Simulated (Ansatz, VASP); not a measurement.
## One calculation of TaN, two programs

```xyz
2
Lattice="0.0000 2.2113 2.2113 2.2113 0.0000 2.2113 2.2113 2.2113 0.0000" Properties=species:S:1:pos:R:3 pbc="T T T"
Ta    2.2113    2.2113    2.2113
N     0.0000    0.0000    0.0000
```

Alike in both runs: functional PBEsol; k mesh 7 × 7 × 7; occupations fermi-dirac, width 0.05 eV; non-collinear spin, spin-orbit coupling.

|  | VASP | Ansatz |
| --- | --- | --- |
| version | VASP 6.6.1 | Ansatz 0.2.0 |
| potentials or method | VASP PAW PBE potentials, release 64 (Ta_pv, N) | Ansatz PAW |
| plane-wave cutoff (eV) | 520 | 420 |
| valence electrons in the cell | 16 | 18 |
| task | single point | band structure |

```tsv
	VASP	Ansatz	Ansatz less VASP
pressure (GPa)	-9.3	-10.9	-1.52
net moment per atom (μB)	0.00	0.00	0.000
```

VASP's potentials were made for PBE, not for PBEsol. With one functional, cell and mesh, what is left measures potentials, basis and numerics. VASP's potentials hold 16 valence electrons a cell and Ansatz's 18, so a difference there can come from the potentials and not from the codes.
